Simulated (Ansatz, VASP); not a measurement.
**Nb: VASP beside Ansatz**

```xyz
1
Lattice="-1.6325 1.6325 1.6325 1.6325 -1.6325 1.6325 1.6325 1.6325 -1.6325" Properties=species:S:1:pos:R:3 pbc="T T T"
Nb    0.0000    0.0000    0.0000
```

Change from the starting cell: volume scaled by 0.96, crystal datasets.

Alike in both runs: task electric field gradients; functional PBE; k mesh 16 × 16 × 16; occupations fermi-dirac, width 0.08 eV; no spin polarisation.

|  | VASP | Ansatz |
| --- | --- | --- |
| version | VASP 6.6.1 | Ansatz 0.2.0 |
| potentials or method | VASP PAW PBE potentials, release 64 (Nb_sv), cutoff 520 eV | all-electron PAW with datasets made for the crystal, scalar-relativistic |

|  | VASP | Ansatz | Ansatz less VASP |
| --- | --- | --- | --- |
| pressure (GPa) | 7.2 | 7.5 | +0.36 |

Ansatz ran all-electron here, and VASP with PAW potentials.
